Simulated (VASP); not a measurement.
# Ga (C2/c) in VASP: single point with PBE

Aim: the single point of Ga with PBE.

All numbers are computed with VASP 6.6.1; they aren't measurements. Logs are shortened: lines on timing, memory, paths and dates and some standing lists are left out, and cuts for length are marked.

## 1. The cell of the first run

Symmetry: C2/c, No. 15, monoclinic system. The conventional cell has a = 2.808 Å, b = 8.060 Å, c = 3.391 Å, α = 90.00°, β = 93.00°, γ = 90.00°. Within 3.6 Å of Ga (site symmetry 2) lie 10 Ga at 2.75 to 3.39 Å.

## 2. Single point, PBE

INCAR

```
ALGO     = Fast           # electronic algorithm
EDIFF    = 1E-6           # SCF threshold, eV
ENCUT    = 520            # plane-wave cutoff, eV
GGA      = PE             # functional
ISIF     = 2              # what is computed and relaxed
ISMEAR   = 0              # smearing method
ISYM     = 0            
LASPH    = T              # aspherical terms in the spheres
LCHARG   = T              # write CHGCAR
LELF     = T              # ELF
LREAL    = F              # projectors in reciprocal space
LVHAR    = T            
LWAVE    = F              # write WAVECAR
NBANDS   = 20             # bands
NELM     = 60             # most SCF steps
PREC     = Accurate       # precision mode
SIGMA    = 0.1            # smearing width, eV
```

KPOINTS

```
k-points
0
Gamma
  13 9 10
```

POSCAR

```
Ga
1.0
    2.8080461736      0.0000000000      0.0000000000
   -1.4040230868      4.0297821342      0.0000000000
    0.1776514387      0.0000000000      3.3860583502
Ga
2
Direct
    0.8659499691      0.7318999383      0.2500000000
    0.1340500309      0.2681000617      0.7500000000
```

Potentials or basis: VASP PAW PBE potentials, release 64 (Ga_d).

Started as:

```sh
$ cat potpaw_PBE.64/Ga_d/POTCAR > POTCAR
$ mpirun -np 1 vasp_std > vasp.out
```

OUTCAR:

```text
EDIFF = 1E-6
   ENCUT = 520
   GGA = PE
   ISIF = 2
   ISMEAR = 0
   ISYM = 0
   LASPH = T
   LREAL = F
   NELM = 60
   PREC = Accurate

 ion  position               nearest neighbor table
   1  0.866  0.732  0.250-   2 2.75   2 2.75   2 2.84   2 2.84
   2  0.134  0.268  0.750-   1 2.75   1 2.75   1 2.84   1 2.84

IMPORTANT INFORMATION: All symmetrisations will be switched off!
NOSYMM: (Re-)initialisation of all symmetry stuff for point group C_1.

----------------------------------------------------------------------------------------

                                     Primitive cell

  volume of cell :      38.3160

  direct lattice vectors                    reciprocal lattice vectors
     2.808046174  0.000000000  0.000000000     0.356119500  0.124076187 -0.018684008
    -1.404023087  4.029782134  0.000000000     0.000000000  0.248152373  0.000000000
     0.177651439  0.000000000  3.386058350     0.000000000  0.000000000  0.295328638

  length of vectors
     2.808046174  4.267367441  3.390715438     0.377577927  0.248152373  0.295328638

  position of ions in fractional coordinates (direct lattice)
     0.865949969  0.731899938  0.250000000
     0.134050031  0.268100062  0.750000000

  ion indices of the primitive-cell ions
   primitive index   ion index
                 1           1
                 2           2

----------------------------------------------------------------------------------------

 KPOINTS: k-points

Automatic generation of k-mesh.
 Grid dimensions read from file:
 generate k-points for:   13    9   10

 Generating k-lattice:

  Cartesian coordinates                     Fractional coordinates (reciprocal lattice)
     0.027393808  0.009544322 -0.001437231     0.076923077  0.000000000  0.000000000
     0.000000000  0.027572486  0.000000000     0.000000000  0.111111111  0.000000000
     0.000000000  0.000000000  0.029532864     0.000000000  0.000000000  0.100000000

  Length of vectors
     0.029044456  0.027572486  0.029532864

  Shift w.r.t. Gamma in fractional coordinates (k-lattice)
     0.000000000  0.000000000  0.000000000

 -----------------------------------------------------------------------------
|                                                                             |
|           W    W    AA    RRRRR   N    N  II  N    N   GGGG   !!!           |
|           W    W   A  A   R    R  NN   N  II  NN   N  G    G  !!!           |
|           W    W  A    A  R    R  N N  N  II  N N  N  G       !!!           |
|           W WW W  AAAAAA  RRRRR   N  N N  II  N  N N  G  GGG   !            |
|           WW  WW  A    A  R   R   N   NN  II  N   NN  G    G                |
|           W    W  A    A  R    R  N    N  II  N    N   GGGG   !!!           |
|                                                                             |
|     Your reciprocal lattice and k-lattice belong to different lattice       |
|     classes:                                                                |
|                                                                             |
|        The reciprocal lattice is base-centered monoclinic,                  |
|        whereas your k-lattice is triclinic.                                 |
|                                                                             |
|     Results are often still useful ...                                      |
|                                                                             |
 -----------------------------------------------------------------------------

 WARNING: IBZKPT: internal override: KBLOWUP is changed to .FALSE.
      ... skipping the blow-up phase ...

 Subroutine IBZKPT returns following result:
 ===========================================

 Found    586 irreducible k-points:

 Following reciprocal coordinates:
            Coordinates               Weight
  0.000000  0.000000  0.000000      1.000000
  0.076923  0.000000 -0.000000      2.000000
  0.153846  0.000000  0.000000      2.000000
  0.230769  0.000000 -0.000000      2.000000
  0.307692  0.000000  0.000000      2.000000
  0.384615  0.000000 -0.000000      2.000000
[... 16 lines left out ...]
  0.153846  0.222222  0.000000      2.000000
  0.230769  0.222222 -0.000000      2.000000
 [... further k-points ...]
   k-points           NKPTS =    586   k-points in BZ     NKDIM =    586   number of bands    NBANDS=     20
   number of dos      NEDOS =    301   number of ions     NIONS =      2
   total plane-waves  NPLWV =  21504
   dimension x,y,z NGX =    24 NGY =   32 NGZ =   28
   dimension x,y,z NGXF=    48 NGYF=   64 NGZF=   56
   ions per type =               2
   NGX,Y,Z   is equivalent  to a cutoff of  14.21, 12.47, 13.73 a.u.
   NGXF,Y,Z  is equivalent  to a cutoff of  28.42, 24.93, 27.46 a.u.
 SYSTEM =  unknown system
   PREC   = accura    normal or accurate (medium, high low for compatibility)
   ISTART =      0    job   : 0-new  1-cont  2-samecut
   ICHARG =      2    charge: 1-file 2-atom 10-const
   ISPIN  =      1    spin polarized calculation?
   LNONCOLLINEAR =      F non collinear calculations
   LSORBIT =      F    spin-orbit coupling
   LASPH  =      T    aspherical Exc in radial PAW
   ENCUT  =  520.0 eV  38.22 Ry    6.18 a.u.   5.22  7.93  6.30*2*pi/ulx,y,z
   NELM   =     60;   NELMIN=  2; NELMDL= -5     # of ELM steps
   EDIFF  = 0.1E-05   stopping-criterion for ELM
   LREAL  =      F    real-space projection
   EDIFFG = 0.1E-04   stopping-criterion for IOM
   NSW    =      0    number of steps for IOM
   IBRION =     -1    ionic relax: 0-MD 1-quasi-New 2-CG
   NFREE  =      0    steps in history (QN), initial steepest desc. (CG)
   ISIF   =      2    stress and relaxation
   ISYM   =      0    0-nonsym 1-usesym 2-fastsym
   POTIM  = 0.5000    time-step for ionic-motion
   TEBEG  =    0.0;   TEEND  =   0.0 temperature during run
   PSTRESS=    0.0 pullay stress
   NELECT =      26.0000    total number of electrons
   NUPDOWN=      -1.0000    fix difference up-down
   EMIN   =  10.00;   EMAX   =-10.00  energy-range for DOS
   EFERMI =   0.00;   METHOD = LEGACY
   ISMEAR =     0;   SIGMA  =   0.10  broadening in eV -4-tet -1-fermi 0-gaus
   EFERMI_NEDOS =   21; number of points for ismear=-14 and -15
   IALGO  =     68    algorithm
   IMIX   =      4    mixing-type and parameters
     AMIX     =   0.40;   BMIX     =  1.00
     AMIX_MAG =   1.60;   BMIX_MAG =  1.00
  volume/ion in A,a.u.               =      19.16       129.28
  Fermi-wavevector in a.u.,A,eV,Ry     =   1.438597  2.718554 28.158097  2.069562
  Thomas-Fermi vector in A             =   2.557546
   LORBIT       =      0    0 simple, 1 ext, 2 COOP (PROOUT), +10 PAW based schemes
   GGA     = PE    functional components
   LHFCALC =     F    Hartree Fock is set to
   AEXX    =    0.0000 exact exchange contribution
   IVDW    =     0    specifies the selected vdW correction
   LEPSILON=     F    determine dielectric tensor
   LRPA    =     F    only Hartree local field effects (RPA)
 non-spin polarized calculation
 RMM-DIIS sequential band-by-band and
 Gauss-broadening in eV      SIGMA  =   0.10
  energy-cutoff  :      520.00
  volume of cell :       38.32
 maximum number of plane-waves:      1047
 NGX is ok and might be reduce to    24
   NGX = 11   NGY = 15   NGZ = 13

 number of electron      26.0000014 magnetization

 Free energy of the ion-electron system (eV)
  ---------------------------------------------------
  ext. energy  EPLUGINS =         0.00000000
  ---------------------------------------------------
  free energy    TOTEN  =        -5.78835571 eV

  energy without entropy =       -5.78533163  energy(sigma->0) =       -5.78684367

 E-fermi :   5.3427     XC(G=0): -10.8937

 val. band max:        5.3319165445   @ k =   0.3077  -0.2222   0.2000
 cond. band min:       5.3634562415   @ k =  -0.3846   0.2222   0.4000
 fundamental gap:      0.0315396970
 Fermi energy:         5.3426837375

 k-point     1 :       0.0000    0.0000    0.0000
  band No.  band energies     occupation
      1      -9.7623      2.00000
      2      -9.7538      2.00000
      3      -9.7041      2.00000
      4      -9.6988      2.00000
      5      -9.4612      2.00000
      6      -9.4565      2.00000
[... 12 lines left out ...]
     19      15.8280      0.00000
     20      18.2042      0.00000

 k-point     2 :       0.0769    0.0000   -0.0000
  band No.  band energies     occupation
      1      -9.7581      2.00000
      2      -9.7441      2.00000
      3      -9.6968      2.00000
      4      -9.6745      2.00000
      5      -9.4708      2.00000
      6      -9.4641      2.00000
[... 12 lines left out ...]
     19      16.1461      0.00000
     20      18.9439      0.00000

 k-point     3 :       0.1538    0.0000    0.0000
  band No.  band energies     occupation
      1      -9.7466      2.00000
      2      -9.7217      2.00000
      3      -9.6661      2.00000
      4      -9.6177      2.00000
      5      -9.4976      2.00000
      6      -9.4857      2.00000
[... 12 lines left out ...]
     19      16.2813      0.00000
     20      19.6122      0.00000

 k-point     4 :       0.2308    0.0000   -0.0000
  band No.  band energies     occupation
      1      -9.7314      2.00000
      2      -9.6960      2.00000
      3      -9.6233      2.00000
      4      -9.5672      2.00000
      5      -9.5361      2.00000
      6      -9.4919      2.00000
[... 12 lines left out ...]
     19      16.4207      0.00000
     20      19.8217      0.00000

 k-point     5 :       0.3077    0.0000    0.0000
  band No.  band energies     occupation
      1      -9.7172      2.00000
      2      -9.6754      2.00000
      3      -9.5989      2.00000
      4      -9.5830      2.00000
      5      -9.5754      2.00000
      6      -9.4766      2.00000
[... 12 lines left out ...]
     19      16.4797      0.00000
     20      18.2731      0.00000

 k-point     6 :       0.3846    0.0000   -0.0000
  band No.  band energies     occupation
      1      -9.7073      2.00000
      2      -9.6749      2.00000
      3      -9.6181      2.00000
      4      -9.6004      2.00000
      5      -9.5814      2.00000
      6      -9.4830      2.00000
[... 12 lines left out ...]
     19      15.8759      0.00000
     20      17.4751      0.00000

 k-point     7 :       0.4615    0.0000    0.0000
  band No.  band energies     occupation
      1      -9.7016      2.00000
      2      -9.6859      2.00000
      3      -9.6406      2.00000
      4      -9.5982      2.00000
      5      -9.5809      2.00000
      6      -9.4828      2.00000
[... 12 lines left out ...]
     19      15.3979      0.00000
     20      17.0886      0.00000
[... 277 lines left out ...]
 k-point    20 :      -0.0769    0.1111    0.0000
  band No.  band energies     occupation
      1      -9.7543      2.00000
      2      -9.7439      2.00000
      3      -9.7038      2.00000
      4      -9.6642      2.00000
      5      -9.4736      2.00000
      6      -9.4701      2.00000
[... 12 lines left out ...]
     19      15.9762      0.00000
     20      19.2164      0.00000

 k-point    21 :       0.0000    0.2222    0.0000
  band No.  band energies     occupation
      1      -9.7811      2.00000
      2      -9.7129      2.00000
      3      -9.6955      2.00000
      4      -9.6372      2.00000
      5      -9.4962      2.00000
      6      -9.4817      2.00000
[... 12 lines left out ...]
     19      16.7277      0.00000
     20      17.5552      0.00000

 k-point    22 :       0.0769    0.2222   -0.0000
  band No.  band energies     occupation
      1      -9.7712      2.00000
      2      -9.6943      2.00000
      3      -9.6779      2.00000
      4      -9.6110      2.00000
      5      -9.5107      2.00000
      6      -9.4962      2.00000
[... 12 lines left out ...]
     19      16.5552      0.00000
     20      18.3355      0.00000

 k-point    23 :       0.1538    0.2222    0.0000
  band No.  band energies     occupation
      1      -9.7307      2.00000
      2      -9.6753      2.00000
      3      -9.6529      2.00000
      4      -9.5624      2.00000
      5      -9.5335      2.00000
      6      -9.5244      2.00000
[... 12 lines left out ...]
     19      15.0791      0.00000
     20      20.3592      0.00000

 k-point    24 :       0.2308    0.2222   -0.0000
  band No.  band energies     occupation
      1      -9.6808      2.00000
      2      -9.6647      2.00000
      3      -9.6275      2.00000
      4      -9.5737      2.00000
      5      -9.5521      2.00000
      6      -9.5020      2.00000
[... 12 lines left out ...]
     19      14.7141      0.00000
     20      18.1214      0.00000

 [... further k-points ...]

------------------------ aborting loop because EDIFF is reached ----------------------------------------

  FORCE on cell =-STRESS in cart. coord.  units (eV):
  Direction    XX          YY          ZZ          XY          YZ          ZX
  --------------------------------------------------------------------------------------
  -------------------------------------------------------------------------------------
  Total        0.1299940      0.0909986     -0.1185963     -0.0585441      0.0487506     -0.1023054
  in kB        5.4356756      3.8050891     -4.9590851     -2.4480109      2.0384992     -4.2778840
  external PRESSURE =       1.4272265 kB  Pullay stress =       0.0000000 kB

 VOLUME and BASIS-vectors are now :
 -----------------------------------------------------------------------------
  energy-cutoff  :      520.00
  volume of cell :       38.32
      direct lattice vectors                 reciprocal lattice vectors
     2.808046174  0.000000000  0.000000000     0.356119500  0.124076187 -0.018684008
    -1.404023087  4.029782134  0.000000000     0.000000000  0.248152373  0.000000000
     0.177651439  0.000000000  3.386058350     0.000000000  0.000000000  0.295328638

 POSITION                                       TOTAL-FORCE (eV/Angst)
 -----------------------------------------------------------------------------------
      1.44844      2.94940      0.84651        -0.004559     -0.006129     -0.000534
      0.13324      1.08038      2.53954         0.004559      0.006129      0.000534
 -----------------------------------------------------------------------------------
    total drift:                               -0.000012      0.000028     -0.000025

  FREE ENERGIE OF THE ION-ELECTRON SYSTEM (eV)
  ---------------------------------------------------
  free  energy   TOTEN  =        -5.7883557130 eV

  energy  without entropy=       -5.7853316252  energy(sigma->0) =       -5.78684367
```

Run time: 3.4 min. Hardware: 1 thread of Intel Xeon Platinum 8488C (Sapphire Rapids), shared host; peak memory 0.43 GiB.

Results:

| Property | Result |
| --- | --- |
| Free energy | -5.7884 eV |
| Pressure | 0.1 GPa |
| Largest force | 0.008 eV/Å |
| Band gap on the k mesh | zero (bands 13 and 14 overlap by 7.75 eV) |

Forces in eV/Å, atoms in the order of the input:
```
Ga  -0.005 -0.006 -0.001
Ga   0.005  0.006  0.001
```

Levels at points of the mesh, in eV from the Fermi level:
```
           k point  band 10  band 11  band 12  band 13  band 14  band 15  band 16  band 17
(0.00, 0.00, 0.00)   -14.62   -10.99    -1.82    -1.53     1.47     5.25     9.22     9.99
(0.00, 0.00, 0.50)   -14.68    -7.67    -7.67     1.76     1.76     2.63     2.63    11.11
```
